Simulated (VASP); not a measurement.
# Ta in VASP: single point with r2SCAN

Aim: the single point of Ta with r2SCAN.

Program: VASP 6.6.1. These are calculated values, not measurements. Logs are shortened: lines on timing, memory, paths and dates and some standing lists are left out, and cuts for length are marked.

## Step 1: The cell of the first run

The typed cell holds 1 atom: a = 2.944 Å, b = 2.944 Å, c = 2.944 Å, α = 120.00°, β = 120.00°, γ = 90.01°.

This isn't the form of Ta at room conditions, which is bcc.

## Step 2: Single point, r2SCAN

POSCAR reads:

```
Ta
1.0
   -1.4720941736      1.4720941736      2.0815411614
    1.4720941736     -1.4720941736      2.0815411614
    1.4720941736      1.4720941736     -2.0815411614
Ta
1
Direct
    0.0000000000      0.0000000000      0.0000000000
```

INCAR.step1 reads:

```
PREC     = Accurate       # precision mode
ENCUT    = 520            # plane-wave cutoff, eV
ISMEAR   = 0              # smearing method
SIGMA    = 0.15           # smearing width, eV
LREAL    = False          # projectors in reciprocal space
LASPH    = True           # aspherical terms in the spheres
NELM     = 60             # most SCF steps
NBANDS   = 12             # bands
GGA      = PE             # functional
ALGO     = Normal         # electronic algorithm
EDIFF    = 1E-4           # SCF threshold, eV
LWAVE    = True           # write WAVECAR
LCHARG   = False          # write CHGCAR
```

INCAR.step2 reads:

```
PREC     = Accurate       # precision mode
ENCUT    = 520            # plane-wave cutoff, eV
EDIFF    = 1E-6           # SCF threshold, eV
ISMEAR   = 0              # smearing method
SIGMA    = 0.15           # smearing width, eV
LREAL    = False          # projectors in reciprocal space
LASPH    = True           # aspherical terms in the spheres
NELM     = 60             # most SCF steps
ALGO     = Normal         # electronic algorithm
ISIF     = 2              # what is computed and relaxed
LWAVE    = False          # write WAVECAR
LCHARG   = True           # write CHGCAR
METAGGA  = R2SCAN         # meta-GGA
LMIXTAU  = True         
LELF     = True           # ELF
LVHAR    = True         
NBANDS   = 12             # bands
ISTART   = 1
```

KPOINTS reads:

```
regular mesh
0
Gamma
  28 28 28
```

Potentials or basis: VASP PAW PBE potentials, release 64 (Ta_pv).

The run is started by

```bash
$ cat potpaw_PBE.64/Ta_pv/POTCAR > POTCAR
$ cp INCAR.step1 INCAR
$ mpirun -np 1 vasp_std > vasp.out
$ cp INCAR.step2 INCAR
$ mpirun -np 1 vasp_std > vasp.out
```

OUTCAR:

```text
PREC = Accurate
   ENCUT = 520
   EDIFF = 1E-6
   ISMEAR = 0
   LREAL = False
   LASPH = True
   NELM = 60
   ISIF = 2
   METAGGA = R2SCAN
   ISTART = 1

 ion  position               nearest neighbor table
   1  0.000  0.000  0.000-

  LATTYP: Found a body centered tetragonal cell.
 ALAT       =     2.9441883472
 C/A-ratio  =     1.4140000000

  Lattice vectors:

 A1 = (  -1.4720941736,   1.4720941736,   2.0815411614)
 A2 = (   1.4720941736,  -1.4720941736,   2.0815411614)
 A3 = (   1.4720941736,   1.4720941736,  -2.0815411614)

Analysis of symmetry for initial positions (statically):
=====================================================================
 Subroutine PRICEL returns:
 Original cell was already a primitive cell.

 Routine SETGRP: Setting up the symmetry group for a
 body centered tetragonal supercell.

 Subroutine GETGRP returns: Found 16 space group operations
 (whereof 16 operations were pure point group operations)
 out of a pool of 16 trial point group operations.

The static configuration has the point symmetry D_4h.

Analysis of symmetry for dynamics (positions and initial velocities):
=====================================================================
 Subroutine PRICEL returns:
 Original cell was already a primitive cell.

 Routine SETGRP: Setting up the symmetry group for a
 body centered tetragonal supercell.

 Subroutine GETGRP returns: Found 16 space group operations
 (whereof 16 operations were pure point group operations)
 out of a pool of 16 trial point group operations.

The dynamic configuration has the point symmetry D_4h.

 Subroutine INISYM returns: Found 16 space group operations
 (whereof 16 operations are pure point group operations),
 and found     1 'primitive' translations

----------------------------------------------------------------------------------------

                                     Primitive cell

  volume of cell :      18.0433

  direct lattice vectors                    reciprocal lattice vectors
    -1.472094174  1.472094174  2.081541161     0.000000000  0.339652183  0.240206636
     1.472094174 -1.472094174  2.081541161     0.339652183  0.000000000  0.240206636
     1.472094174  1.472094174 -2.081541161     0.339652183  0.339652183  0.000000000

  length of vectors
     2.943966053  2.943966053  2.943966053     0.416008213  0.416008213  0.480340724

  position of ions in fractional coordinates (direct lattice)
     0.000000000  0.000000000  0.000000000

  ion indices of the primitive-cell ions
   primitive index   ion index
                 1           1

----------------------------------------------------------------------------------------

 KPOINTS: regular mesh

Automatic generation of k-mesh.
 Grid dimensions read from file:
 generate k-points for:   28   28   28

 Generating k-lattice:

  Cartesian coordinates                     Fractional coordinates (reciprocal lattice)
     0.000000000  0.012130435  0.008578808     0.035714286  0.000000000  0.000000000
     0.012130435  0.000000000  0.008578808     0.000000000  0.035714286  0.000000000
     0.012130435  0.012130435  0.000000000     0.000000000  0.000000000  0.035714286

  Length of vectors
     0.014857436  0.014857436  0.017155026

  Shift w.r.t. Gamma in fractional coordinates (k-lattice)
     0.000000000  0.000000000  0.000000000

 Subroutine IBZKPT returns following result:
 ===========================================

 Found   1639 irreducible k-points:

 Following reciprocal coordinates:
            Coordinates               Weight
  0.000000  0.000000  0.000000      1.000000
  0.035714  0.000000  0.000000      8.000000
  0.071429  0.000000  0.000000      8.000000
  0.107143  0.000000 -0.000000      8.000000
  0.142857  0.000000  0.000000      8.000000
  0.178571  0.000000  0.000000      8.000000
[... 16 lines left out ...]
  0.285714  0.035714 -0.000000     16.000000
  0.321429  0.035714  0.000000     16.000000
 [... further k-points ...]
   k-points           NKPTS =   1639   k-points in BZ     NKDIM =   1639   number of bands    NBANDS=     12
   number of dos      NEDOS =    301   number of ions     NIONS =      1
   total plane-waves  NPLWV =  13824
   dimension x,y,z NGX =    24 NGY =   24 NGZ =   24
   dimension x,y,z NGXF=    48 NGYF=   48 NGZF=   48
   ions per type =               1
   NGX,Y,Z   is equivalent  to a cutoff of  13.55, 13.55, 13.55 a.u.
   NGXF,Y,Z  is equivalent  to a cutoff of  27.11, 27.11, 27.11 a.u.
 SYSTEM =  unknown system
   PREC   = accura    normal or accurate (medium, high low for compatibility)
   ISTART =      1    job   : 0-new  1-cont  2-samecut
   ICHARG =      0    charge: 1-file 2-atom 10-const
   ISPIN  =      1    spin polarized calculation?
   LNONCOLLINEAR =      F non collinear calculations
   LSORBIT =      F    spin-orbit coupling
   LASPH  =      T    aspherical Exc in radial PAW
   ENCUT  =  520.0 eV  38.22 Ry    6.18 a.u.   5.47  5.47  5.47*2*pi/ulx,y,z
   NELM   =     60;   NELMIN=  2; NELMDL=  0     # of ELM steps
   EDIFF  = 0.1E-05   stopping-criterion for ELM
   LREAL  =      F    real-space projection
   EDIFFG = 0.1E-04   stopping-criterion for IOM
   NSW    =      0    number of steps for IOM
   IBRION =     -1    ionic relax: 0-MD 1-quasi-New 2-CG
   NFREE  =      0    steps in history (QN), initial steepest desc. (CG)
   ISIF   =      2    stress and relaxation
   ISYM   =      2    0-nonsym 1-usesym 2-fastsym
   POTIM  = 0.5000    time-step for ionic-motion
   TEBEG  =    0.0;   TEEND  =   0.0 temperature during run
   PSTRESS=    0.0 pullay stress
   NELECT =      11.0000    total number of electrons
   NUPDOWN=      -1.0000    fix difference up-down
   EMIN   =  10.00;   EMAX   =-10.00  energy-range for DOS
   EFERMI =   0.00;   METHOD = LEGACY
   ISMEAR =     0;   SIGMA  =   0.15  broadening in eV -4-tet -1-fermi 0-gaus
   EFERMI_NEDOS =   21; number of points for ismear=-14 and -15
   IALGO  =     38    algorithm
   IMIX   =      4    mixing-type and parameters
     AMIX     =   0.40;   BMIX     =  1.00
     AMIX_MAG =   1.60;   BMIX_MAG =  1.00
  volume/ion in A,a.u.               =      18.04       121.76
  Fermi-wavevector in a.u.,A,eV,Ry     =   1.388141  2.623207 26.217558  1.926936
  Thomas-Fermi vector in A             =   2.512296
   LORBIT       =      0    0 simple, 1 ext, 2 COOP (PROOUT), +10 PAW based schemes
   METAGGA = R2SCAN    functional components
   LHFCALC =     F    Hartree Fock is set to
   AEXX    =    0.0000 exact exchange contribution
   IVDW    =     0    specifies the selected vdW correction
   LEPSILON=     F    determine dielectric tensor
   LRPA    =     F    only Hartree local field effects (RPA)
 non-spin polarized calculation
 Gauss-broadening in eV      SIGMA  =   0.15
  energy-cutoff  :      520.00
  volume of cell :       18.04
 maximum number of plane-waves:       531
 NGX is ok and might be reduce to    24
   NGX = 11   NGY = 11   NGZ = 11

 number of electron      11.0000001 magnetization

 Free energy of the ion-electron system (eV)
  ---------------------------------------------------
  ext. energy  EPLUGINS =         0.00000000
  ---------------------------------------------------
  free energy    TOTEN  =       -48.33258508 eV

  energy without entropy =      -48.32077957  energy(sigma->0) =      -48.32668233

 E-fermi :   5.7362     XC(G=0): -13.7552

 val. band max:        5.7295761408   @ k =  -0.2857  -0.3929   0.2500
 cond. band min:       5.7377498278   @ k =  -0.3571  -0.4643   0.0714
 fundamental gap:      0.0081736870
 Fermi energy:         5.7361644868

 k-point     1 :       0.0000    0.0000    0.0000
  band No.  band energies     occupation
      1     -28.9348      2.00000
      2     -28.9348      2.00000
      3     -28.9348      2.00000
      4      -3.0069      2.00000
      5       6.2253      0.00000
      6       6.2253      0.00000
      7       6.2275      0.00000
      8       9.6454      0.00000
      9       9.6485      0.00000
     10      17.3295      0.00000
     11      18.8604      0.00000
     12      24.3488      0.00000

 k-point     2 :       0.0357    0.0000    0.0000
  band No.  band energies     occupation
      1     -28.9514      2.00000
      2     -28.9368      2.00000
      3     -28.9368      2.00000
      4      -2.9504      2.00000
      5       6.1732      0.00004
      6       6.2526      0.00000
      7       6.2541      0.00000
      8       9.6167      0.00000
      9       9.6198      0.00000
     10      17.3295      0.00000
     11      18.9825      0.00000
     12      23.9971      0.00000

 k-point     3 :       0.0714    0.0000    0.0000
  band No.  band energies     occupation
      1     -29.0002      2.00000
      2     -28.9429      2.00000
      3     -28.9428      2.00000
      4      -2.7829      2.00000
      5       6.0243      0.00660
      6       6.3308      0.00000
      7       6.3323      0.00000
      8       9.5387      0.00000
      9       9.5417      0.00000
     10      17.3294      0.00000
     11      19.3337      0.00000
     12      23.2386      0.00000

 k-point     4 :       0.1071    0.0000   -0.0000
  band No.  band energies     occupation
      1     -29.0781      2.00000
      2     -28.9525      2.00000
      3     -28.9525      2.00000
      4      -2.5119      2.00000
      5       5.8042      0.52122
      6       6.4468      0.00000
      7       6.4483      0.00000
      8       9.4355      0.00000
      9       9.4382      0.00000
     10      17.3293      0.00000
     11      19.8609      0.00000
     12      22.4136      0.00000

 k-point     5 :       0.1429    0.0000    0.0000
  band No.  band energies     occupation
      1     -29.1804      2.00000
      2     -28.9653      2.00000
      3     -28.9653      2.00000
      4      -2.1499      2.00000
      5       5.5470      1.92545
      6       6.5765      0.00000
      7       6.5782      0.00000
      8       9.3461      0.00000
      9       9.3485      0.00000
     10      17.3292      0.00000
     11      20.3845      0.00000
     12      21.7705      0.00000
[... 228 lines left out ...]
      1     -29.4806      2.00000
      2     -29.0249      2.00000
      3     -28.9937      2.00000
      4      -1.0238      2.00000
      5       4.9739      2.00000
      6       6.7061      0.00000
      7       6.7780      0.00000
      8       9.1420      0.00000
      9       9.8044      0.00000
     10      17.3285      0.00000
     11      19.5682      0.00000
     12      22.8339      0.00000

 k-point    22 :       0.2500    0.0357    0.0000
  band No.  band energies     occupation
      1     -29.6155      2.00000
      2     -29.0434      2.00000
      3     -29.0115      2.00000
      4      -0.5362      2.00000
      5       4.8647      2.00000
      6       6.6350      0.00000
      7       6.7167      0.00000
      8       9.4077      0.00000
      9      10.1035      0.00000
     10      17.3277      0.00000
     11      18.9654      0.00000
     12      23.1513      0.00000

 k-point    23 :       0.2857    0.0357   -0.0000
  band No.  band energies     occupation
      1     -29.7459      2.00000
      2     -29.0608      2.00000
      3     -29.0295      2.00000
      4      -0.0945      2.00000
      5       4.8779      2.00000
      6       6.5158      0.00000
      7       6.5968      0.00000
      8       9.7997      0.00000
      9      10.4955      0.00000
     10      17.3263      0.00000
     11      18.4273      0.00000
     12      22.7564      0.00000

 k-point    24 :       0.3214    0.0357    0.0000
  band No.  band energies     occupation
      1     -29.8655      2.00000
      2     -29.0763      2.00000
      3     -29.0470      2.00000
      4       0.2600      2.00000
      5       5.0345      2.00000
      6       6.3770      0.00000
      7       6.4553      0.00000
      8      10.2701      0.00000
      9      10.9389      0.00000
     10      17.3226      0.00000
     11      17.9654      0.00000
     12      21.8354      0.00000

 [... further k-points ...]

------------------------ aborting loop because EDIFF is reached ----------------------------------------

  FORCE on cell =-STRESS in cart. coord.  units (eV):
  Direction    XX          YY          ZZ          XY          YZ          ZX
  --------------------------------------------------------------------------------------
  -------------------------------------------------------------------------------------
  Total        0.8163864      0.8163864      0.8142594      0.0000000      0.0000000     -0.0000000
  in kB       72.4920156     72.4920156     72.3031432      0.0000000      0.0000000     -0.0000000
  external PRESSURE =      72.4290581 kB  Pullay stress =       0.0000000 kB

 VOLUME and BASIS-vectors are now :
 -----------------------------------------------------------------------------
  energy-cutoff  :      520.00
  volume of cell :       18.04
      direct lattice vectors                 reciprocal lattice vectors
    -1.472094174  1.472094174  2.081541161     0.000000000  0.339652183  0.240206636
     1.472094174 -1.472094174  2.081541161     0.339652183  0.000000000  0.240206636
     1.472094174  1.472094174 -2.081541161     0.339652183  0.339652183  0.000000000

 POSITION                                       TOTAL-FORCE (eV/Angst)
 -----------------------------------------------------------------------------------
      0.00000      0.00000      0.00000         0.000000      0.000000      0.000000
 -----------------------------------------------------------------------------------
    total drift:                                0.000000      0.000000      0.000000

  FREE ENERGIE OF THE ION-ELECTRON SYSTEM (eV)
  ---------------------------------------------------
  free  energy   TOTEN  =       -48.3325850777 eV

  energy  without entropy=      -48.3207795725  energy(sigma->0) =      -48.32668233
```

Run time: 37 min. Hardware: 1 thread of Oxide Virtual Turin-like, shared host; peak memory 0.42 GiB.

Results:

- Free energy: -48.3326 eV
- Pressure: 7.2 GPa
- Band gap on the k mesh: zero (an odd number of electrons rules out a gap without spin polarisation)

Levels at points of the mesh, in eV from the Fermi level:
| k point | band 3 | band 4 | band 5 | band 6 | band 7 | band 8 |
| --- | --- | --- | --- | --- | --- | --- |
| (0.00, 0.00, 0.00) | -34.67 | -8.74 | 0.49 | 0.49 | 0.49 | 3.91 |
| (0.50, 0.00, 0.00) | -34.83 | -5.02 | 0.30 | 0.30 | 0.63 | 6.35 |
| (0.50, 0.50, 0.00) | -35.11 | -4.80 | -3.74 | 3.09 | 6.43 | 7.03 |
| (0.50, 0.50, 0.50) | -35.11 | -4.80 | -3.74 | 3.09 | 6.43 | 7.03 |

Caveat: the cell stands under pressure; the PAW data sets were made with another functional, which shifts forces and pressure a little; spin-orbit coupling is left out, which moves the levels of the heavy elements.
